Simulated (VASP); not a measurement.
# Si12NO22 (a cell with a defect) in VASP: further runs

Si12NO22 (a cell with a defect) is run at these levels: PBEsol; tasks: single point.

Program: VASP 6.6.1. These are calculated values, not measurements. Logs are shortened: lines on timing, memory, paths and dates and some standing lists are left out, and cuts for length are marked.

### Step 1. The cell of the first run

The cell holds a defect, 35 atoms: a = 7.309 Å, b = 7.309 Å, c = 9.833 Å, α = 70.35°, β = 70.35°, γ = 71.26°.

### Step 2. Single point, PBEsol, collinear spin, ferromagnetic start

Contents of INCAR:

```
PREC = Accurate ; ENCUT = 520
EDIFF = 1E-6 ; ISMEAR = 0
SIGMA = 0.02 ; LREAL = Auto
LASPH = T ; NELM = 150
ALGO = Normal ; ISIF = 2
LWAVE = F ; LCHARG = F
ISPIN = 2 ; MAGMOM = 0 0 0 0 0 0 0 0 0 0 0 0 0 0 0 0 0 0 0 0 0 0 0 0 0 0 0 0 0 0 0 0 0 0 1
LORBIT = 11 ; GGA = PS
NBANDS = 120
```

Contents of KPOINTS:

```
regular mesh
0
Gamma
  2 2 1
```

Contents of POSCAR:

```
Si12NO22
1.0
   -2.4581800000      4.2576930000      5.4084000000
    4.9163600000      0.0000000000      5.4084000000
    4.9163600000      8.5153850000      0.0000000000
Si O N
12 22 1
Direct
    0.0906367858      0.5635050851      0.9490587790
    0.4067645625      0.9281596604      0.0389578625
    0.0055091076      0.0111177260      0.2622265491
    0.0952963191      0.5780866891      0.4505972927
    0.4238678299      0.9345906820      0.5577418653
   -0.0093368133     -0.0041133085      0.7550924714
    0.6081704157      0.0657174390      0.2058574923
    0.9005953370      0.4395987626      0.2854744701
    0.5029118607      0.5083931041      0.5199619155
    0.5828921810      0.0508554201      0.6868648935
    0.8930741532      0.4276307199      0.7826327152
    0.4924974677      0.5005946076      0.0168358071
    0.3148312932      0.4678715234      0.9705004659
    0.9256279040      0.5182561606      0.1071943343
    0.9184250462      0.1997471445      0.3359982232
    0.1908952406      0.0503211461      0.1176032586
    0.5707526001      0.9644600070      0.0974880151
    0.5657777026      0.3063584821      0.1424913549
    0.3166819622      0.4885898490      0.4762594468
    0.9257926216      0.5205931258      0.6037678983
    0.9033624117      0.1905263433      0.8238271658
    0.1861344120      0.0355425096      0.6176772888
    0.5715823104      0.2920001077      0.6303327564
    0.8405493850      0.9742621834      0.2054521861
    0.4730545724      0.0168549904      0.3763283767
    0.4497623994      0.6904475416      0.5983151618
    0.6815895697      0.5491035580      0.3693612073
    0.0738879097      0.4871458626      0.3283726288
    0.0678751653      0.8179512799      0.3920954323
    0.4447263973      0.0064372764      0.8591436766
    0.4141262067      0.6913172853      0.0877670923
    0.6746114122      0.5383571481      0.8681491081
    0.0655650214      0.4619369481      0.8350298002
    0.0560559727      0.8044270230      0.8872974141
    0.8269645770      0.9368829169      0.6946968939
```

Potentials or basis: VASP PAW PBE potentials, release 64 (Si, O, N).

Launch:

```
cat potpaw_PBE.64/Si/POTCAR potpaw_PBE.64/O/POTCAR potpaw_PBE.64/N/POTCAR > POTCAR
mpirun -np 1 vasp_std > vasp.out
```

OUTCAR:

```text
PREC = Accurate
   ENCUT = 520
   EDIFF = 1E-6
   ISMEAR = 0
   LREAL = Auto
   LASPH = T
   NELM = 150
   ISIF = 2
   ISPIN = 2
   LORBIT = 11
   GGA = PS

 ion  position               nearest neighbor table
   1  0.091  0.564  0.949-  13 1.62  33 1.62  14 1.62  34 1.62  11 3.06   8 3.07  12 3.09   6 3.09

   2  0.407  0.928  0.039-  17 1.62  30 1.62  16 1.62  31 1.62   3 3.03  12 3.05   7 3.09
   3  0.006  0.011  0.262-  29 1.61  24 1.61  16 1.62  15 1.62   7 3.01   2 3.03   8 3.04   4 3.07

   4  0.095  0.578  0.451-  19 1.61  29 1.62  20 1.62  28 1.63   8 3.04   3 3.07  11 3.07   9 3.12

   5  0.424  0.935  0.558-  25 1.63  22 1.64  26 1.65  10 2.46   6 3.09   9 3.11
   6  0.991  0.996  0.755-  34 1.63  22 1.63  21 1.63  35 1.72   5 3.09  11 3.09   1 3.09  10 3.14

   7  0.608  0.066  0.206-  24 1.61  17 1.62  18 1.62  25 1.62   3 3.01   2 3.09  12 3.10
   8  0.901  0.440  0.285-  14 1.62  27 1.62  28 1.63  15 1.63   3 3.04   4 3.04   9 3.06   1 3.07

   9  0.503  0.508  0.520-  19 1.62  23 1.62  27 1.62  26 1.63   8 3.06   5 3.11   4 3.12
  10  0.583  0.051  0.687-  30 1.64  23 1.64  35 1.73   5 2.46   6 3.14
  11  0.893  0.428  0.783-  20 1.62  32 1.62  21 1.62  33 1.63   1 3.06   4 3.07  12 3.07   6 3.09

  12  0.492  0.501  0.017-  18 1.61  13 1.62  31 1.62  32 1.63   2 3.05  11 3.07   1 3.09   7 3.10

  13  0.315  0.468  0.971-   1 1.62  12 1.62
  14  0.926  0.518  0.107-   8 1.62   1 1.62
  15  0.918  0.200  0.336-   3 1.62   8 1.63
  16  0.191  0.050  0.118-   3 1.62   2 1.62
  17  0.571  0.964  0.097-   2 1.62   7 1.62
  18  0.566  0.306  0.142-  12 1.61   7 1.62
[... 15 lines left out ...]
  34  0.056  0.804  0.887-   1 1.62   6 1.63
  35  0.827  0.937  0.695-   6 1.72  10 1.73

  LATTYP: Found a base centered monoclinic cell.
 ALAT       =    11.8816564853
 B/A-ratio  =     0.7166833591
 C/A-ratio  =     0.8275546213
 COS(beta)  =    -0.4137773471

  Lattice vectors:

 A1 = (   2.4581800000,  -4.2576930000,  -5.4084000000)
 A2 = (  -4.9163600000,   0.0000000000,  -5.4084000000)
 A3 = (   4.9163600000,   8.5153850000,   0.0000000000)

Analysis of symmetry for initial positions (statically):
=====================================================================
 Subroutine PRICEL returns:
 Original cell was already a primitive cell.

 Routine SETGRP: Setting up the symmetry group for a
 base centered monoclinic supercell.

 Subroutine GETGRP returns: Found  1 space group operations
 (whereof  1 operations were pure point group operations)
 out of a pool of  4 trial point group operations.

The static configuration has the point symmetry C_1 .
[... 232 lines left out ...]
  ---------------------------------------------------
  ext. energy  EPLUGINS =         0.00000000
  ---------------------------------------------------
  free energy    TOTEN  =      -283.73734127 eV

  energy without entropy =     -283.73734127  energy(sigma->0) =     -283.73734127

 E-fermi :   2.0841     XC(G=0):  -9.3711

 val. band max:        1.9115869268   @ k =   0.0000   0.5000  -0.0000
 cond. band min:       2.6442524418   @ k =   0.5000   0.5000   0.0000
 fundamental gap:      0.7326655150
 Fermi energy:         2.0841204881

 spin component 1

 k-point     1 :       0.0000    0.0000    0.0000
  band No.  band energies     occupation
      1     -18.2996      1.00000
      2     -17.8302      1.00000
      3     -17.7955      1.00000
      4     -17.4772      1.00000
      5     -17.3697      1.00000
      6     -17.3339      1.00000
[... 417 lines left out ...]
    103       9.8821      0.00000
    104      10.0621      0.00000
 Fermi energy:         2.0841204881

 spin component 2

 k-point     1 :       0.0000    0.0000    0.0000
  band No.  band energies     occupation
      1     -18.2936      1.00000
      2     -17.8259      1.00000
      3     -17.7868      1.00000
      4     -17.4648      1.00000
      5     -17.3637      1.00000
      6     -17.3164      1.00000
[... 417 lines left out ...]
    103       9.9109      0.00000
    104      10.0838      0.00000
 [bands above 104 left out]

------------------------ aborting loop because EDIFF is reached ----------------------------------------

  FORCE on cell =-STRESS in cart. coord.  units (eV):
  Direction    XX          YY          ZZ          XY          YZ          ZX
  --------------------------------------------------------------------------------------
  -------------------------------------------------------------------------------------
  Total        0.7056491      2.2039195      1.3936139     -3.4885754     -1.8979101     -3.4200311
  in kB        2.4966209      7.7975746      4.9306737    -12.3427496     -6.7148983    -12.1002367
  external PRESSURE =       5.0749564 kB  Pullay stress =       0.0000000 kB

 VOLUME and BASIS-vectors are now :
 -----------------------------------------------------------------------------
  energy-cutoff  :      520.00
  volume of cell :      452.84
      direct lattice vectors                 reciprocal lattice vectors
    -2.458180000  4.257693000  5.408400000    -0.101701256  0.058717249  0.092448781
     4.916360000  0.000000000  5.408400000     0.101701256 -0.058717249  0.092448786
     4.916360000  8.515385000  0.000000000     0.050850634  0.088075874 -0.046224396

 POSITION                                       TOTAL-FORCE (eV/Angst)
 -----------------------------------------------------------------------------------
      7.21351      8.46750      3.53786        -0.017942      0.001650     -0.000105
      3.75480      2.06362      7.21980        -0.002693     -0.023003      0.017973
      1.33032      2.25642      0.08992         0.006764      0.018763      0.006407
      4.82313      4.24275      3.64192        -0.018272      0.007094      0.006060
      6.29490      6.55409      7.34709         0.027404      0.053784      0.054674
      6.17322     10.64784     10.74406         0.021046     -0.030778     -0.043047
[... 27 lines left out ...]
      8.17933      7.79435      4.65384        -0.004364      0.005060      0.007843
      5.98861      9.43657      9.53959        -0.006691      0.001888     -0.003651
 -----------------------------------------------------------------------------------
    total drift:                                0.007206     -0.002247     -0.000175

  FREE ENERGIE OF THE ION-ELECTRON SYSTEM (eV)
  ---------------------------------------------------
  free  energy   TOTEN  =      -283.7373412743 eV

  energy  without entropy=     -283.7373412743  energy(sigma->0) =     -283.73734127

 total charge

# of ion       s       p       d       tot
------------------------------------------
    1        0.647   1.000   0.000   1.648
    2        0.648   1.003   0.000   1.651
    3        0.654   1.015   0.000   1.669
    4        0.648   1.002   0.000   1.650
    5        0.675   0.925   0.000   1.600
    6        0.657   0.990   0.000   1.647
[... 27 lines left out ...]
   34        1.547   3.667   0.000   5.215
   35        1.261   2.460   0.000   3.721
--------------------------------------------------
tot         43.122  95.123   0.000 138.245

 magnetization (x)

# of ion       s       p       d       tot
------------------------------------------
    1       -0.000  -0.000   0.000  -0.000
    2       -0.000  -0.000   0.000  -0.000
    3        0.000   0.000   0.000   0.000
    4       -0.000   0.000   0.000   0.000
    5       -0.000   0.001   0.000   0.001
    6       -0.003  -0.005   0.000  -0.008
[... 27 lines left out ...]
   34        0.001   0.032   0.000   0.032
   35        0.016   0.513   0.000   0.529
--------------------------------------------------
tot          0.014   0.649   0.000   0.663
```

stdout:

```text
POSCAR found type information on POSCAR SiO N
 POSCAR found :  3 types and      35 ions
 scaLAPACK will be used
 -----------------------------------------------------------------------------
|                                                                             |
|                                                                             |
|     You enforced a specific xc type in the INCAR file but a different       |
[... 22 lines left out ...]
 -----------------------------------------------------------------------------

 POSCAR, INCAR and KPOINTS ok, starting setup
 FFT: planning ... GRIDC
 FFT: planning ... GRID_SOFT
 FFT: planning ... GRID
 WAVECAR not read
 entering main loop
```

Run time: 21 min. Hardware: 1 thread of Oxide Virtual Turin-like, shared host; peak memory 0.82 GiB.

Results:

* Free energy: -283.7373 eV
* Pressure: 0.5 GPa
* Largest force: 0.081 eV/Å
* Band gap on the k mesh: 0.73 eV
* Net moment: 1.00 μB per cell
* Site moments: Si -0.00, +0.00, -0.01 (each value once); O +0.00, -0.00, +0.03, +0.02, +0.04, +0.01 (each value once); N +0.53 μB
* Valence electrons inside the program's atomic spheres: Si 1.65, 1.67, 1.60, 1.63, 1.62, 1.64 (each value once); O 5.23, 5.22, 5.21, 5.20, 5.24, 5.19 (each value once); N 3.72

Forces on the atoms (eV/Å):
```
Si  -0.018  0.002  0.000
Si  -0.003 -0.023  0.018
Si   0.007  0.019  0.006
Si  -0.018  0.007  0.006
Si   0.027  0.054  0.055
Si   0.021 -0.031 -0.043
Si  -0.010 -0.004 -0.013
Si   0.014 -0.011  0.001
Si   0.014  0.017 -0.007
Si  -0.053 -0.025 -0.022
Si   0.000 -0.014 -0.008
Si   0.010  0.013 -0.004
O   -0.007  0.006 -0.002
O   -0.002 -0.011 -0.008
O    0.015  0.009 -0.011
O    0.016 -0.007  0.011
O    0.001  0.000  0.005
O   -0.002  0.009  0.001
O   -0.005  0.007 -0.002
O    0.004 -0.014 -0.005
O    0.011  0.007 -0.002
O    0.016 -0.010  0.005
O   -0.010  0.008 -0.003
O   -0.020  0.004 -0.006
O   -0.006  0.003 -0.001
O    0.007  0.005 -0.006
O    0.009 -0.009  0.011
O   -0.012 -0.008  0.010
O    0.004  0.006  0.005
O   -0.008 -0.007 -0.001
O    0.008  0.005 -0.010
O    0.013 -0.003  0.011
O   -0.011 -0.010  0.005
O   -0.004  0.005  0.008
N   -0.007  0.002 -0.004
```

Stress tensor (GPa, compression positive):
```
 0.25 -1.23 -1.21
-1.23  0.78 -0.67
-1.21 -0.67  0.49
```

Caveat: the k points lie up to 0.70 Å⁻¹ apart; semilocal functionals underestimate gaps, and a narrow one can read as zero; the PAW data sets were made with another functional, which shifts forces and pressure a little.

(Continued in part 2 of 2.)

The gap in the log of VASP goes by the Fermi energy; the results here count the filled bands.